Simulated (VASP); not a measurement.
# H10CO5 in VASP: notebook

H10CO5 is run at these levels: PBE+D3(BJ); tasks: single point.

Everything below comes from runs of VASP 6.6.1. Logs are shortened: lines on timing, memory, paths and dates and some standing lists are left out, and cuts for length are marked.

### Step 1. The cell of the first run

The cell holds a disordered packing, 16 atoms: a = 5.461 Å, b = 5.461 Å, c = 5.461 Å, α = 90.00°, β = 90.00°, γ = 90.00°.

### Step 2. Single point, PBE+D3(BJ)

INCAR reads:

```
SYSTEM = H10CO5
ALGO     = Normal         ! electronic algorithm
EDIFF    = 1E-6           ! SCF threshold, eV
ENCUT    = 520            ! plane-wave cutoff, eV
GGA      = PE             ! functional
GGA_COMPAT= .FALSE.      
ISIF     = 2              ! what is computed and relaxed
ISMEAR   = -1             ! smearing method
IVDW     = 12             ! dispersion correction
LASPH    = .TRUE.         ! aspherical terms in the spheres
LCHARG   = .TRUE.         ! write CHGCAR
LELF     = .TRUE.         ! ELF
LREAL    = .FALSE.        ! projectors in reciprocal space
LVHAR    = .TRUE.       
LWAVE    = .FALSE.        ! write WAVECAR
NBANDS   = 36             ! bands
NELM     = 120            ! most SCF steps
PREC     = Accurate       ! precision mode
SIGMA    = 0.05           ! smearing width, eV
```

KPOINTS reads:

```
k-points
0
G
  1 1 1
  0 0 0
```

POSCAR reads:

```
H10CO5
1.0
    5.4614380000      0.0000000000      0.0000000000
    0.0000000000      5.4614380000      0.0000000000
    0.0000000000      0.0000000000      5.4614380000
O H C
5 10 1
Direct
    0.4969570285      0.6073308898      0.6381286394
    0.1462069147      0.2502271380      0.5918770844
    0.7539223186      1.0105946456      0.9328861739
    0.8570270321      0.3961777100      0.2297014083
    0.1833216819      0.7219527165      0.1470125634
    0.3597953506      0.4923794795      0.6545528852
    0.6320862747      0.5760936955      0.5176292398
    0.0257441355      0.3080690470      0.4617648319
    0.0464163468      0.1371067473      0.7090257181
    0.6422667437      0.8689286594      0.8906811722
    0.8868177209      0.9184943599      1.0248033577
    0.9418398598      0.4707002075      0.0932721382
    0.7661169091      0.2448988710      0.1664213711
    0.3875902281      0.9724728176      0.3732533446
    0.5451128439      0.7133835448      0.2105306331
    0.3623404678      0.8110867504      0.2453016953
```

Potentials or basis: VASP PAW PBE potentials, release 64 (O, H, C).

On the command line:

```sh
$ cat potpaw_PBE.64/O/POTCAR potpaw_PBE.64/H/POTCAR potpaw_PBE.64/C/POTCAR > POTCAR
$ mpirun -np 1 vasp_gam > vasp.out
```

OUTCAR:

```text
SYSTEM = H10CO5
   EDIFF = 1E-6
   ENCUT = 520
   GGA = PE
   ISIF = 2
   ISMEAR = -1
   IVDW = 12
   LASPH = .TRUE.
   LREAL = .FALSE.
   NELM = 120
   PREC = Accurate
 IVDW          = 12

 ion  position               nearest neighbor table
   1  0.497  0.607  0.638-   6 0.98   7 1.00
   2  0.146  0.250  0.592-   8 1.02   9 1.04
   3  0.754  0.011  0.933-  10 1.01  11 1.02
   4  0.857  0.396  0.230-  12 0.97  13 1.02
   5  0.183  0.722  0.147-  16 1.22
   6  0.360  0.492  0.655-   1 0.98
   7  0.632  0.576  0.518-   1 1.00
   8  0.026  0.308  0.462-   2 1.02
   9  0.046  0.137  0.709-   2 1.04
  10  0.642  0.869  0.891-   3 1.01
  11  0.887  0.918  0.025-   3 1.02
  12  0.942  0.471  0.093-   4 0.97
  13  0.766  0.245  0.166-   4 1.02
  14  0.388  0.972  0.373-  16 1.13
  15  0.545  0.713  0.211-  16 1.15
  16  0.362  0.811  0.245-  14 1.13  15 1.15   5 1.22

  LATTYP: Found a simple cubic cell.
 ALAT       =     5.4614380000

  Lattice vectors:

 A1 = (   5.4614380000,   0.0000000000,   0.0000000000)
 A2 = (   0.0000000000,   5.4614380000,   0.0000000000)
 A3 = (   0.0000000000,   0.0000000000,   5.4614380000)

Analysis of symmetry for initial positions (statically):
=====================================================================
 Subroutine PRICEL returns:
 Original cell was already a primitive cell.

 Routine SETGRP: Setting up the symmetry group for a
 simple cubic supercell.

 Subroutine GETGRP returns: Found  1 space group operations
 (whereof  1 operations were pure point group operations)
 out of a pool of 48 trial point group operations.

The static configuration has the point symmetry C_1 .

Analysis of symmetry for dynamics (positions and initial velocities):
=====================================================================
 Subroutine PRICEL returns:
 Original cell was already a primitive cell.

 Routine SETGRP: Setting up the symmetry group for a
 simple cubic supercell.

 Subroutine GETGRP returns: Found  1 space group operations
 (whereof  1 operations were pure point group operations)
 out of a pool of 48 trial point group operations.

The dynamic configuration has the point symmetry C_1 .

 Subroutine INISYM returns: Found  1 space group operations
 (whereof  1 operations are pure point group operations),
 and found     1 'primitive' translations

----------------------------------------------------------------------------------------

                                     Primitive cell

  volume of cell :     162.9000

  direct lattice vectors                    reciprocal lattice vectors
     5.461438000  0.000000000  0.000000000     0.183101960  0.000000000  0.000000000
     0.000000000  5.461438000  0.000000000     0.000000000  0.183101960  0.000000000
     0.000000000  0.000000000  5.461438000     0.000000000  0.000000000  0.183101960

  length of vectors
     5.461438000  5.461438000  5.461438000     0.183101960  0.183101960  0.183101960

  position of ions in fractional coordinates (direct lattice)
     0.496957028  0.607330890  0.638128639
     0.146206915  0.250227138  0.591877084
     0.753922319  0.010594646  0.932886174
     0.857027032  0.396177710  0.229701408
     0.183321682  0.721952716  0.147012563
     0.359795351  0.492379480  0.654552885
[... 8 lines left out ...]
     0.545112844  0.713383545  0.210530633
     0.362340468  0.811086750  0.245301695

  ion indices of the primitive-cell ions
   primitive index   ion index
                 1           1
                 2           2
                 3           3
                 4           4
                 5           5
                 6           6
[... 8 lines left out ...]
                15          15
                16          16

----------------------------------------------------------------------------------------

 KPOINTS: k-points

Automatic generation of k-mesh.
 Grid dimensions read from file:
 generate k-points for:    1    1    1

 Generating k-lattice:

  Cartesian coordinates                     Fractional coordinates (reciprocal lattice)
     0.183101960  0.000000000  0.000000000     1.000000000  0.000000000  0.000000000
     0.000000000  0.183101960  0.000000000     0.000000000  1.000000000  0.000000000
     0.000000000  0.000000000  0.183101960     0.000000000  0.000000000  1.000000000

  Length of vectors
     0.183101960  0.183101960  0.183101960

  Shift w.r.t. Gamma in fractional coordinates (k-lattice)
     0.000000000  0.000000000  0.000000000

 Subroutine IBZKPT returns following result:
 ===========================================

 Found      1 irreducible k-points:

 Following reciprocal coordinates:
            Coordinates               Weight
  0.000000  0.000000  0.000000      1.000000
   k-points           NKPTS =      1   k-points in BZ     NKDIM =      1   number of bands    NBANDS=     36
   number of dos      NEDOS =    301   number of ions     NIONS =     16
   total plane-waves  NPLWV =  74088
   dimension x,y,z NGX =    42 NGY =   42 NGZ =   42
   dimension x,y,z NGXF=    84 NGYF=   84 NGZF=   84
   ions per type =               5  10   1
   NGX,Y,Z   is equivalent  to a cutoff of  12.78, 12.78, 12.78 a.u.
   NGXF,Y,Z  is equivalent  to a cutoff of  25.57, 25.57, 25.57 a.u.
 SYSTEM =  H10CO5
   PREC   = accura    normal or accurate (medium, high low for compatibility)
   ISTART =      0    job   : 0-new  1-cont  2-samecut
   ICHARG =      2    charge: 1-file 2-atom 10-const
   ISPIN  =      1    spin polarized calculation?
   LNONCOLLINEAR =      F non collinear calculations
   LSORBIT =      F    spin-orbit coupling
   LASPH  =      T    aspherical Exc in radial PAW
   ENCUT  =  520.0 eV  38.22 Ry    6.18 a.u.  10.15 10.15 10.15*2*pi/ulx,y,z
   NELM   =    120;   NELMIN=  2; NELMDL= -5     # of ELM steps
   EDIFF  = 0.1E-05   stopping-criterion for ELM
   LREAL  =      F    real-space projection
   EDIFFG = 0.1E-04   stopping-criterion for IOM
   NSW    =      0    number of steps for IOM
   IBRION =     -1    ionic relax: 0-MD 1-quasi-New 2-CG
   NFREE  =      0    steps in history (QN), initial steepest desc. (CG)
   ISIF   =      2    stress and relaxation
   ISYM   =      2    0-nonsym 1-usesym 2-fastsym
   POTIM  = 0.5000    time-step for ionic-motion
   TEBEG  =    0.0;   TEEND  =   0.0 temperature during run
   PSTRESS=    0.0 pullay stress
   NELECT =      44.0000    total number of electrons
   NUPDOWN=      -1.0000    fix difference up-down
   EMIN   =  10.00;   EMAX   =-10.00  energy-range for DOS
   EFERMI =   0.00;   METHOD = LEGACY
   ISMEAR =    -1;   SIGMA  =   0.05  broadening in eV -4-tet -1-fermi 0-gaus
   EFERMI_NEDOS =   21; number of points for ismear=-14 and -15
   IALGO  =     38    algorithm
   IMIX   =      4    mixing-type and parameters
     AMIX     =   0.40;   BMIX     =  1.00
     AMIX_MAG =   1.60;   BMIX_MAG =  1.00
  volume/ion in A,a.u.               =      10.18        68.71
  Fermi-wavevector in a.u.,A,eV,Ry     =   1.058243  1.999789 15.236867  1.119878
  Thomas-Fermi vector in A             =   2.193545
   LORBIT       =      0    0 simple, 1 ext, 2 COOP (PROOUT), +10 PAW based schemes
   GGA     = PE    functional components
   LHFCALC =     F    Hartree Fock is set to
   AEXX    =    0.0000 exact exchange contribution
   IVDW    =    12    specifies the selected vdW correction
   LEPSILON=     F    determine dielectric tensor
   LRPA    =     F    only Hartree local field effects (RPA)
 non-spin polarized calculation
  energy-cutoff  :      520.00
  volume of cell :      162.90
 maximum number of plane-waves:      2193
 NGX is ok and might be reduce to    42
   NGX = 21   NGY = 21   NGZ = 21

 number of electron      44.0000001 magnetization

 Free energy of the ion-electron system (eV)
  ---------------------------------------------------
  ext. energy  EPLUGINS =         0.00000000
  ---------------------------------------------------
  free energy    TOTEN  =       -80.20938341 eV

  energy without entropy =      -80.20938341  energy(sigma->0) =      -80.20938341

 E-fermi :  -1.4759     XC(G=0):  -6.9940

 val. band max:       -2.7331723806   @ k =   0.0000   0.0000   0.0000
 cond. band min:       1.1938884616   @ k =   0.0000   0.0000   0.0000
 fundamental gap:      3.9270608422
 Fermi energy:        -1.4758538774

 k-point     1 :       0.0000    0.0000    0.0000
  band No.  band energies     occupation
      1     -23.4129      2.00000
      2     -22.1501      2.00000
      3     -21.7422      2.00000
      4     -21.2959      2.00000
      5     -20.6775      2.00000
      6     -12.1945      2.00000
[... 26 lines left out ...]
     33       8.2842      0.00000
     34       8.7269      0.00000
 [bands above 34 left out]

------------------------ aborting loop because EDIFF is reached ----------------------------------------

 Edisp (eV)   -0.60478

 E8    (eV) :    -0.1279

  FORCE on cell =-STRESS in cart. coord.  units (eV):
  Direction    XX          YY          ZZ          XY          YZ          ZX
  --------------------------------------------------------------------------------------
  -------------------------------------------------------------------------------------
  Total      -3.71686    -2.68596    -2.96343    -0.92837    -0.29068     0.49279
  in kB     -36.55659   -26.41738   -29.14639    -9.13088    -2.85890     4.84680
  external pressure =      -30.71 kB  Pullay stress =        0.00 kB

 VOLUME and BASIS-vectors are now :
 -----------------------------------------------------------------------------
  energy-cutoff  :      520.00
  volume of cell :      162.90
      direct lattice vectors                 reciprocal lattice vectors
     5.461438000  0.000000000  0.000000000     0.183101960  0.000000000  0.000000000
     0.000000000  5.461438000  0.000000000     0.000000000  0.183101960  0.000000000
     0.000000000  0.000000000  5.461438000     0.000000000  0.000000000  0.183101960

 POSITION                                       TOTAL-FORCE (eV/Angst)
 -----------------------------------------------------------------------------------
      2.71410      3.31690      3.48510         1.469470      1.549963      0.120718
      0.79850      1.36660      3.23250        -1.465171     -1.111360      1.329401
      4.11750      0.05786      5.09490         0.499192     -1.806050      0.530942
      4.68060      2.16370      1.25450        -1.480132     -1.498268      0.355010
      1.00120      3.94290      0.80290        -1.217581      0.928121     -0.211780
      1.96500      2.68910      3.57480         0.192046     -0.989732     -0.646178
[... 8 lines left out ...]
      2.97710      3.89610      1.14980        -0.572041      0.376589     -0.063150
      1.97890      4.42970      1.33970         2.649249     -0.596372      0.587862
 -----------------------------------------------------------------------------------
    total drift:                               -0.000513      0.000847     -0.000348

  FREE ENERGIE OF THE ION-ELECTRON SYSTEM (eV)
  ---------------------------------------------------
  free  energy   TOTEN  =       -80.8141680629 eV

  energy  without entropy=      -80.8141680628  energy(sigma->0) =      -80.81416806
```

It took 28 s on 1 thread of Intel Xeon 8259CL, shared host; peak memory 0.24 GiB.

Results:

* Free energy: -80.8142 eV
* Pressure: -3.1 GPa
* Largest force: 2.778 eV/Å
* Dispersion energy per atom: -0.038 eV

Forces on the atoms (eV/Å):
```
O    1.469  1.550  0.121
O   -1.465 -1.111  1.329
O    0.499 -1.806  0.531
O   -1.480 -1.498  0.355
O   -1.218  0.928 -0.212
H    0.192 -0.990 -0.646
H   -1.403 -0.768  0.823
H    0.500 -0.300  0.456
H    1.062  1.619 -1.608
H    0.505  0.937 -0.258
H   -0.654  0.587 -0.513
H    0.258  0.019 -0.204
H    0.776  1.315 -0.056
H   -1.118 -0.260 -0.642
H   -0.572  0.377 -0.063
C    2.649 -0.596  0.588
```

Caveat: the k points lie up to 1.15 Å⁻¹ apart.

### Step 3. Single point, PBE+D3(BJ)

INCAR reads:

```
PREC = Accurate
ENCUT = 520
EDIFF = 1E-6
ISMEAR = -1
SIGMA = 0.05
LREAL = False
LASPH = True
NELM = 120
ALGO = Normal
ISIF = 2
LWAVE = False
LCHARG = True
GGA = PE
IVDW = 12
LELF = True
LVHAR = True
NBANDS = 36
GGA_COMPAT = False
```

KPOINTS reads:

```
Automatic mesh
0
Gamma
  1 1 1
```

POSCAR reads:

```
H10CO5
1.0
    5.4614380000      0.0000000000      0.0000000000
    0.0000000000      5.4614380000      0.0000000000
    0.0000000000      0.0000000000      5.4614380000
O H C
5 10 1
Direct
    0.5727246194      0.5351704075      0.7040636550
    0.1072794381      0.3120057391      0.6499936464
    0.7921723180      0.9294255469      0.8414267451
    0.7289289011      0.4178752922      0.2354874302
    0.1186317596      0.7866060184      0.1721707726
    0.4168865416      0.5211081770      0.7883637972
    0.5348408240      0.4538365170      0.5527481956
   -0.0064451890      0.3288144990      0.5115502547
    0.0304315457      0.1481294853      0.7055101605
    0.7465982402      0.7694859852      0.7660253582
    0.8844557056      0.9004405067      0.9936943347
    0.8714554665      0.5074670810      0.1639494946
    0.7223189204      0.2463636866      0.1639861150
    0.3096437239      0.9666135549      0.4380165077
    0.4779144247      0.7439981924      0.2080038261
    0.3102662705      0.8285546774      0.2823432217
```

Potentials or basis: VASP PAW PBE potentials, release 64 (O, H, C).

On the command line:

```sh
$ cat potpaw_PBE.64/O/POTCAR potpaw_PBE.64/H/POTCAR potpaw_PBE.64/C/POTCAR > POTCAR
$ mpirun -np 1 vasp_gam > vasp.out
```

Wall time 33 s (1 thread of Intel Xeon 8259CL, shared host); peak memory 0.24 GiB.

It converged, with:

* Free energy: -80.7075 eV
* Pressure: -1.3 GPa
* Largest force: 2.396 eV/Å
* Dispersion energy per atom: -0.038 eV

Forces on the atoms (eV/Å):
```
O   -0.502  0.240  0.316
O   -1.007 -2.168 -0.161
O    0.421  0.763  0.196
O    0.726 -1.379 -0.477
O   -0.179 -0.375  0.299
H   -0.181  0.036  0.269
H    0.368 -0.295 -0.708
H    0.080  0.745 -0.016
H    0.634  1.312  0.221
H   -0.087  0.083  0.372
H   -0.209 -0.355 -0.614
H   -0.774 -0.735  0.086
H    0.300  1.790  0.141
H    0.223 -0.599 -0.375
H    0.468 -0.007  0.422
C   -0.281  0.945  0.031
```

Stress tensor (GPa, compression positive):
```
-1.00 -1.96  0.78
-1.96 -2.79 -0.74
 0.78 -0.74 -0.25
```

Levels at points of the mesh, in eV from the Fermi level:
```csv
k point,band 18,band 19,band 20,band 21,band 22,band 23,band 24,band 25,band 26,band 27
"(0.00, 0.00, 0.00)",-2.35,-1.95,-1.75,-1.62,-1.20,2.12,3.63,6.70,7.03,7.93
```

Caveat: the k points lie up to 1.15 Å⁻¹ apart.

### Step 4. Single point, PBE+D3(BJ)

INCAR reads:

```
SYSTEM = H10CO5
ALGO = Normal ; EDIFF = 1E-6
ENCUT = 520 ; GGA = PE
GGA_COMPAT = .False. ; ISIF = 2
ISMEAR = -1 ; IVDW = 12
LASPH = .True. ; LCHARG = .False.
LREAL = .False. ; LWAVE = .False.
NBANDS = 36 ; NELM = 120
PREC = Accurate ; SIGMA = 0.05
```

KPOINTS reads:

```
k-points
0
Gamma
  1 1 1
  0 0 0
```

POSCAR reads:

```
H10CO5
1.0
    5.4614380000      0.0000000000      0.0000000000
    0.0000000000      5.4614380000      0.0000000000
    0.0000000000      0.0000000000      5.4614380000
O H C
5 10 1
Direct
    0.5220053766      0.4891385749      0.6375244029
    0.0564503341      0.3143860646      0.6371765092
    0.7193160483      0.9640684377      0.8566974485
    0.8201136770      0.3294004253      0.1702665122
    0.0719590701      0.8185756206      0.1588043296
    0.3630545655      0.3920579159      0.6324158582
    0.5798106652      0.4863371149      0.4737946306
   -0.0323541163      0.3251524598      0.4860990823
    0.0013183341      0.1652312083      0.7163864169
    0.6291932638      0.8419394306      0.7688268181
    0.8352378989      0.8783767206      0.9661558000
    0.8234278225      0.5043726579      0.1498140233
    0.6699334498      0.2847784778      0.0695604344
    0.2618541124      0.8271081719      0.4795806526
    0.4559055692      0.8008513509      0.1536408543
    0.2730782625      0.8180812453      0.2729317810
```

On the command line:

```sh
$ cat potpaw_PBE.64/O/POTCAR potpaw_PBE.64/H/POTCAR potpaw_PBE.64/C/POTCAR > POTCAR
$ mpirun -np 1 vasp_gam > vasp.out
```

Run time: 34 s. Hardware: 1 thread of Intel Xeon 8259CL, shared host; peak memory 0.24 GiB.

The run converged. Its results:

* Free energy: -80.5454 eV
* Pressure: -1.6 GPa
* Largest force: 2.816 eV/Å
* Dispersion energy per atom: -0.038 eV

Forces on the atoms (eV/Å):
```
O   -1.471  0.014  1.113
O    1.315 -0.083  0.512
O    0.343  0.565  0.465
O   -1.901 -0.239 -0.335
O    2.522 -0.242  1.231
H    0.531  0.681  0.166
H    0.698 -0.292 -1.114
H   -0.545 -0.289 -0.781
H   -0.543 -0.070  0.133
H   -0.330 -0.985 -0.533
H   -0.228  0.192 -0.437
H    0.431  0.703 -0.193
H    1.614 -0.147  0.558
H    0.578  0.049 -0.697
H   -1.325  0.297  1.464
C   -1.689 -0.155 -1.554
```

Stress tensor (GPa, compression positive):
```
-5.30 -0.12 -0.33
-0.12  1.42 -0.64
-0.33 -0.64 -0.80
```

Levels at points of the mesh, in eV from the Fermi level:
| k point | band 20 | band 21 | band 22 | band 23 | band 24 | band 25 |
| --- | --- | --- | --- | --- | --- | --- |
| (0.00, 0.00, 0.00) | -1.64 | -1.25 | -1.21 | 2.05 | 3.76 | 6.27 |

Caveat: the k points lie up to 1.15 Å⁻¹ apart.

[end of part 1 of 2]
